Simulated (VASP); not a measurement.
Input of a VASP 6.6.1 run:

The input INCAR:

```
PREC = Accurate
ENCUT = 520
EDIFF = 1E-6
ISMEAR = 0
SIGMA = 0.15
LREAL = F
LASPH = T
NELM = 100
ALGO = Fast
ISIF = 2
LWAVE = F
LCHARG = F
GGA = PS
NBANDS = 18
```

File KPOINTS:

```
regular mesh
0
Gamma
  24 24 14
```

File POSCAR:

```
Ta
1.0
    3.0265296946      0.0000000000      0.0000000000
   -1.5132648473      2.6210516008      0.0000000000
    0.0000000000      0.0000000000      4.5686137387
Ta
2
Direct
    0.6666666667      0.3333333333      0.7500000000
    0.3333333333      0.6666666667      0.2500000000
```

Potentials or basis: VASP PAW PBE potentials, release 64 (Ta_pv).

Command:

```sh
$ cat potpaw_PBE.64/Ta_pv/POTCAR > POTCAR
$ mpirun -np 1 vasp_std > vasp.out
```

**Question.** Predict the pressure.

**Answer.** 0.6 GPa.

**Question.** Estimate the band gap on the k mesh.

**Answer.** Zero (bands 11 and 12 overlap by 2.13 eV).

Stress tensor (GPa, compression positive):
```
-3.70  0.00  0.00
 0.00 -3.70  0.00
 0.00  0.00  9.14
```

Caveat: the stress differs along the axes, from -4 to 9 GPa; the PAW data sets were made with another functional, which shifts forces and pressure a little; spin-orbit coupling is left out, which moves the levels of the heavy elements.
